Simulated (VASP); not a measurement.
# Li3HSe (Pm-3m) in VASP: notebook

Li3HSe is run at these levels: PBE; tasks: single point, relaxation of cell and atoms.

Everything below comes from runs of VASP 6.6.1. Logs are shortened: lines on timing, memory, paths and dates and some standing lists are left out, and cuts for length are marked.

## 1. The cell of the first run

The structure is cubic, space group Pm-3m (No. 221). Conventional cell: a = 3.974 Å, b = 3.974 Å, c = 3.974 Å, α = 90.00°, β = 90.00°, γ = 90.00°. Within 2.6 Å of Li (site symmetry 4/mmm) lie 2 H at 1.99 Å. H (site symmetry m-3m) has 6 Li at 1.99 Å within 2.6 Å. Within 3.7 Å of Se (site symmetry m-3m) lie 12 Li at 2.81 Å and 8 H at 3.44 Å.

## 2. Single point, PBE

The input, INCAR:

```
ALGO = Normal
EDIFF = 1E-6
ENCUT = 520
GGA = PE
ISIF = 2
ISMEAR = 0
LASPH = T
LCHARG = T
LELF = T
LREAL = F
LVHAR = T
LWAVE = F
NBANDS = 16
NELM = 100
PREC = Accurate
SIGMA = 0.1
```

The input, KPOINTS:

```
k-points
0
Gamma
  4 4 4
```

The input, POSCAR:

```
Li3HSe
1.0
    3.9744000000      0.0000000000      0.0000000000
    0.0000000000      3.9744000000      0.0000000000
    0.0000000000      0.0000000000      3.9744000000
Li H Se
3 1 1
Direct
    0.0000000000      0.5000000000      0.5000000000
    0.5000000000      0.0000000000      0.5000000000
    0.5000000000      0.5000000000      0.0000000000
    0.5000000000      0.5000000000      0.5000000000
    0.0000000000      0.0000000000      0.0000000000
```

Potentials or basis: VASP PAW PBE potentials, release 64 (Li_sv, H, Se).

The run is started by

```bash
> cat potpaw_PBE.64/Li_sv/POTCAR potpaw_PBE.64/H/POTCAR potpaw_PBE.64/Se/POTCAR > POTCAR
> mpirun -np 1 vasp_std > vasp.out
```

OUTCAR:

```text
EDIFF = 1E-6
   ENCUT = 520
   GGA = PE
   ISIF = 2
   ISMEAR = 0
   LASPH = T
   LREAL = F
   NELM = 100
   PREC = Accurate

 ion  position               nearest neighbor table
   1  0.000  0.500  0.500-
   2  0.500  0.000  0.500-
   3  0.500  0.500  0.000-
   4  0.500  0.500  0.500-
   5  0.000  0.000  0.000-

  LATTYP: Found a simple cubic cell.
 ALAT       =     3.9744000000

  Lattice vectors:

 A1 = (   3.9744000000,   0.0000000000,   0.0000000000)
 A2 = (   0.0000000000,   3.9744000000,   0.0000000000)
 A3 = (   0.0000000000,   0.0000000000,   3.9744000000)

Analysis of symmetry for initial positions (statically):
=====================================================================
 Subroutine PRICEL returns:
 Original cell was already a primitive cell.

 Routine SETGRP: Setting up the symmetry group for a
 simple cubic supercell.

 Subroutine GETGRP returns: Found 48 space group operations
 (whereof 48 operations were pure point group operations)
 out of a pool of 48 trial point group operations.

The static configuration has the point symmetry O_h .

Analysis of symmetry for dynamics (positions and initial velocities):
=====================================================================
 Subroutine PRICEL returns:
 Original cell was already a primitive cell.

 Routine SETGRP: Setting up the symmetry group for a
 simple cubic supercell.

 Subroutine GETGRP returns: Found 48 space group operations
 (whereof 48 operations were pure point group operations)
 out of a pool of 48 trial point group operations.

The dynamic configuration has the point symmetry O_h .

 Subroutine INISYM returns: Found 48 space group operations
 (whereof 48 operations are pure point group operations),
 and found     1 'primitive' translations

----------------------------------------------------------------------------------------

                                     Primitive cell

  volume of cell :      62.7790

  direct lattice vectors                    reciprocal lattice vectors
     3.974400000  0.000000000  0.000000000     0.251610306  0.000000000  0.000000000
     0.000000000  3.974400000  0.000000000     0.000000000  0.251610306  0.000000000
     0.000000000  0.000000000  3.974400000     0.000000000  0.000000000  0.251610306

  length of vectors
     3.974400000  3.974400000  3.974400000     0.251610306  0.251610306  0.251610306

  position of ions in fractional coordinates (direct lattice)
     0.000000000  0.500000000  0.500000000
     0.500000000  0.000000000  0.500000000
     0.500000000  0.500000000  0.000000000
     0.500000000  0.500000000  0.500000000
     0.000000000  0.000000000  0.000000000

  ion indices of the primitive-cell ions
   primitive index   ion index
                 1           1
                 2           2
                 3           3
                 4           4
                 5           5

----------------------------------------------------------------------------------------

 KPOINTS: k-points

Automatic generation of k-mesh.
 Grid dimensions read from file:
 generate k-points for:    4    4    4

 Generating k-lattice:

  Cartesian coordinates                     Fractional coordinates (reciprocal lattice)
     0.062902576  0.000000000  0.000000000     0.250000000  0.000000000  0.000000000
     0.000000000  0.062902576  0.000000000     0.000000000  0.250000000  0.000000000
     0.000000000  0.000000000  0.062902576     0.000000000  0.000000000  0.250000000

  Length of vectors
     0.062902576  0.062902576  0.062902576

  Shift w.r.t. Gamma in fractional coordinates (k-lattice)
     0.000000000  0.000000000  0.000000000

 Subroutine IBZKPT returns following result:
 ===========================================

 Found     10 irreducible k-points:

 Following reciprocal coordinates:
            Coordinates               Weight
  0.000000  0.000000  0.000000      1.000000
  0.250000  0.000000  0.000000      6.000000
  0.500000  0.000000  0.000000      3.000000
  0.250000  0.250000  0.000000     12.000000
  0.500000  0.250000  0.000000     12.000000
  0.500000  0.500000  0.000000      3.000000
  0.250000  0.250000  0.250000      8.000000
  0.500000  0.250000  0.250000     12.000000
  0.500000  0.500000  0.250000      6.000000
  0.500000  0.500000  0.500000      1.000000
   k-points           NKPTS =     10   k-points in BZ     NKDIM =     10   number of bands    NBANDS=     16
   number of dos      NEDOS =    301   number of ions     NIONS =      5
   total plane-waves  NPLWV =  27000
   dimension x,y,z NGX =    30 NGY =   30 NGZ =   30
   dimension x,y,z NGXF=    60 NGYF=   60 NGZF=   60
   ions per type =               3   1   1
   NGX,Y,Z   is equivalent  to a cutoff of  12.55, 12.55, 12.55 a.u.
   NGXF,Y,Z  is equivalent  to a cutoff of  25.10, 25.10, 25.10 a.u.
 SYSTEM =  unknown system
   PREC   = accura    normal or accurate (medium, high low for compatibility)
   ISTART =      0    job   : 0-new  1-cont  2-samecut
   ICHARG =      2    charge: 1-file 2-atom 10-const
   ISPIN  =      1    spin polarized calculation?
   LNONCOLLINEAR =      F non collinear calculations
   LSORBIT =      F    spin-orbit coupling
   LASPH  =      T    aspherical Exc in radial PAW
   ENCUT  =  520.0 eV  38.22 Ry    6.18 a.u.   7.39  7.39  7.39*2*pi/ulx,y,z
   NELM   =    100;   NELMIN=  2; NELMDL= -5     # of ELM steps
   EDIFF  = 0.1E-05   stopping-criterion for ELM
   LREAL  =      F    real-space projection
   EDIFFG = 0.1E-04   stopping-criterion for IOM
   NSW    =      0    number of steps for IOM
   IBRION =     -1    ionic relax: 0-MD 1-quasi-New 2-CG
   NFREE  =      0    steps in history (QN), initial steepest desc. (CG)
   ISIF   =      2    stress and relaxation
   ISYM   =      2    0-nonsym 1-usesym 2-fastsym
   POTIM  = 0.5000    time-step for ionic-motion
   TEBEG  =    0.0;   TEEND  =   0.0 temperature during run
   PSTRESS=    0.0 pullay stress
   NELECT =      16.0000    total number of electrons
   NUPDOWN=      -1.0000    fix difference up-down
   EMIN   =  10.00;   EMAX   =-10.00  energy-range for DOS
   EFERMI =   0.00;   METHOD = LEGACY
   ISMEAR =     0;   SIGMA  =   0.10  broadening in eV -4-tet -1-fermi 0-gaus
   EFERMI_NEDOS =   21; number of points for ismear=-14 and -15
   IALGO  =     38    algorithm
   IMIX   =      4    mixing-type and parameters
     AMIX     =   0.40;   BMIX     =  1.00
     AMIX_MAG =   1.60;   BMIX_MAG =  1.00
  volume/ion in A,a.u.               =      12.56        84.73
  Fermi-wavevector in a.u.,A,eV,Ry     =   1.037950  1.961442 14.658114  1.077341
  Thomas-Fermi vector in A             =   2.172412
   LORBIT       =      0    0 simple, 1 ext, 2 COOP (PROOUT), +10 PAW based schemes
   GGA     = PE    functional components
   LHFCALC =     F    Hartree Fock is set to
   AEXX    =    0.0000 exact exchange contribution
   IVDW    =     0    specifies the selected vdW correction
   LEPSILON=     F    determine dielectric tensor
   LRPA    =     F    only Hartree local field effects (RPA)
 non-spin polarized calculation
 Gauss-broadening in eV      SIGMA  =   0.10
  energy-cutoff  :      520.00
  volume of cell :       62.78
 maximum number of plane-waves:      1743
 NGX is ok and might be reduce to    30
   NGX = 15   NGY = 15   NGZ = 15

 number of electron      15.9999963 magnetization

 Free energy of the ion-electron system (eV)
  ---------------------------------------------------
  ext. energy  EPLUGINS =         0.00000000
  ---------------------------------------------------
  free energy    TOTEN  =       -17.10209323 eV

  energy without entropy =      -17.10209323  energy(sigma->0) =      -17.10209323

 E-fermi :   2.5299     XC(G=0):  -8.8937

 val. band max:        1.9794757826   @ k =   0.5000   0.5000   0.0000
 cond. band min:       5.3202390437   @ k =   0.5000   0.0000   0.0000
 fundamental gap:      3.3407632611
 Fermi energy:         2.5298658825

 k-point     1 :       0.0000    0.0000    0.0000
  band No.  band energies     occupation
      1     -43.2735      2.00000
      2     -43.2259      2.00000
      3     -43.2259      2.00000
      4      -9.7919      2.00000
      5      -0.8630      2.00000
      6       0.7882      2.00000
[... 8 lines left out ...]
     15      12.8792      0.00000
     16      12.8792      0.00000

 k-point     2 :       0.2500    0.0000    0.0000
  band No.  band energies     occupation
      1     -43.2673      2.00000
      2     -43.2317      2.00000
      3     -43.2256      2.00000
      4      -9.6633      2.00000
      5      -1.8462      2.00000
      6       1.0904      2.00000
[... 8 lines left out ...]
     15      11.7281      0.00000
     16      12.1157      0.00000

 k-point     3 :       0.5000    0.0000    0.0000
  band No.  band energies     occupation
      1     -43.2573      2.00000
      2     -43.2413      2.00000
      3     -43.2254      2.00000
      4      -9.5226      2.00000
      5      -2.5834      2.00000
      6       1.3703      2.00000
[... 8 lines left out ...]
     15      13.8825      0.00000
     16      14.0573      0.00000

 k-point     4 :       0.2500    0.2500    0.0000
  band No.  band energies     occupation
      1     -43.2617      2.00000
      2     -43.2333      2.00000
      3     -43.2290      2.00000
      4      -9.5325      2.00000
      5      -1.8935      2.00000
      6      -0.2228      2.00000
[... 8 lines left out ...]
     15      10.4787      0.00000
     16      13.4247      0.00000
[... 58 lines left out ...]
 k-point     8 :       0.5000    0.2500    0.2500
  band No.  band energies     occupation
      1     -43.2490      2.00000
      2     -43.2410      2.00000
      3     -43.2331      2.00000
      4      -9.2475      2.00000
      5      -1.9962      2.00000
      6      -0.1294      2.00000
[... 8 lines left out ...]
     15      13.8397      0.00000
     16      14.0570      0.00000

 k-point     9 :       0.5000    0.5000    0.2500
  band No.  band energies     occupation
      1     -43.2409      2.00000
      2     -43.2408      2.00000
      3     -43.2408      2.00000
      4      -9.0922      2.00000
      5      -1.4869      2.00000
      6      -0.8411      2.00000
[... 8 lines left out ...]
     15      12.5181      0.00000
     16      15.6812      0.00000

 k-point    10 :       0.5000    0.5000    0.5000
  band No.  band energies     occupation
      1     -43.2406      2.00000
      2     -43.2406      2.00000
      3     -43.2406      2.00000
      4      -8.9239      2.00000
      5      -1.4696      2.00000
      6      -0.7298      2.00000
[... 8 lines left out ...]
     15      15.0073      0.00000
     16      17.8333      0.00000

------------------------ aborting loop because EDIFF is reached ----------------------------------------

  FORCE on cell =-STRESS in cart. coord.  units (eV):
  Direction    XX          YY          ZZ          XY          YZ          ZX
  --------------------------------------------------------------------------------------
  -------------------------------------------------------------------------------------
  Total       -0.3551483     -0.3551483     -0.3551483     -0.0000000      0.0000000      0.0000000
  in kB       -9.0637013     -9.0637013     -9.0637013     -0.0000000      0.0000000      0.0000000
  external PRESSURE =      -9.0637013 kB  Pullay stress =       0.0000000 kB

 VOLUME and BASIS-vectors are now :
 -----------------------------------------------------------------------------
  energy-cutoff  :      520.00
  volume of cell :       62.78
      direct lattice vectors                 reciprocal lattice vectors
     3.974400000  0.000000000  0.000000000     0.251610306  0.000000000  0.000000000
     0.000000000  3.974400000  0.000000000     0.000000000  0.251610306  0.000000000
     0.000000000  0.000000000  3.974400000     0.000000000  0.000000000  0.251610306

 POSITION                                       TOTAL-FORCE (eV/Angst)
 -----------------------------------------------------------------------------------
      0.00000      1.98720      1.98720         0.000000      0.000000      0.000000
      1.98720      0.00000      1.98720         0.000000      0.000000      0.000000
      1.98720      1.98720      0.00000         0.000000      0.000000      0.000000
      1.98720      1.98720      1.98720         0.000000      0.000000      0.000000
      0.00000      0.00000      0.00000         0.000000      0.000000      0.000000
 -----------------------------------------------------------------------------------
    total drift:                                0.000000      0.000000     -0.000000

  FREE ENERGIE OF THE ION-ELECTRON SYSTEM (eV)
  ---------------------------------------------------
  free  energy   TOTEN  =       -17.1020932275 eV

  energy  without entropy=      -17.1020932275  energy(sigma->0) =      -17.10209323
```

Wall time 13 s (1 thread of AMD EPYC 7R13 (Zen 3), shared host); peak memory 0.13 GiB.

What came out:

- Free energy: -17.1021 eV
- Band gap on the k mesh: 3.34 eV, indirect (least direct gap 3.85 eV)

Caveat: the cutoff is under 1.25 times the usual one of these potentials, so pressure, stress and relaxed cells hold a basis-set (Pulay) error. As with any semilocal functional, this PBE gap is likely too small.

[end of part 1 of 2]
